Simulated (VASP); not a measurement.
Here is a VASP 6.6.1 calculation.

INCAR

```
SYSTEM = ZnS
PREC     = Accurate       ! precision mode
ENCUT    = 520            ! plane-wave cutoff, eV
EDIFF    = 1E-7           ! SCF threshold, eV
ISMEAR   = 0              ! smearing method
SIGMA    = 0.05           ! smearing width, eV
LREAL    = .False.        ! projectors in reciprocal space
LASPH    = .True.         ! aspherical terms in the spheres
NELM     = 60             ! most SCF steps
ALGO     = Normal         ! electronic algorithm
ISIF     = 2              ! what is computed and relaxed
LWAVE    = .False.        ! write WAVECAR
LCHARG   = .False.        ! write CHGCAR
GGA      = PE             ! functional
NBANDS   = 26             ! bands
```

The input KPOINTS:

```
regular mesh
0
Gamma
  12 12 6
  0 0 0
```

The input POSCAR:

```
ZnS
1.0
    3.8109987816      0.0000000000      0.0000000000
   -1.9054993908      3.3004217586      0.0000000000
    0.0000000000      0.0000000000      5.7352800000
Zn S
2 2
Direct
    0.3333333333      0.6666666667      0.0000000000
    0.6666666667      0.3333333333      0.5000000000
    0.3333333333      0.6666666667      0.3850000000
    0.6666666667      0.3333333333      0.8850000000
```

Potentials or basis: VASP PAW PBE potentials, release 64 (Zn, S).

Run with:

```sh
$ cat potpaw_PBE.64/Zn/POTCAR potpaw_PBE.64/S/POTCAR > POTCAR
$ mpirun -np 1 vasp_std > vasp.out
```

Q: What does it give for the largest force?

A: 0.498 eV/Å.

Q: Predict the pressure.

A: 10.7 GPa.

Forces in eV/Å, atoms in the order of the input:
```
Zn   0.000  0.000 -0.498
Zn   0.000  0.000 -0.498
S    0.000  0.000  0.498
S    0.000  0.000  0.498
```

Caveat: the cell differs from its parent crystal (strain +0.000 along x and y, -0.080 along z); the cell stands under pressure.
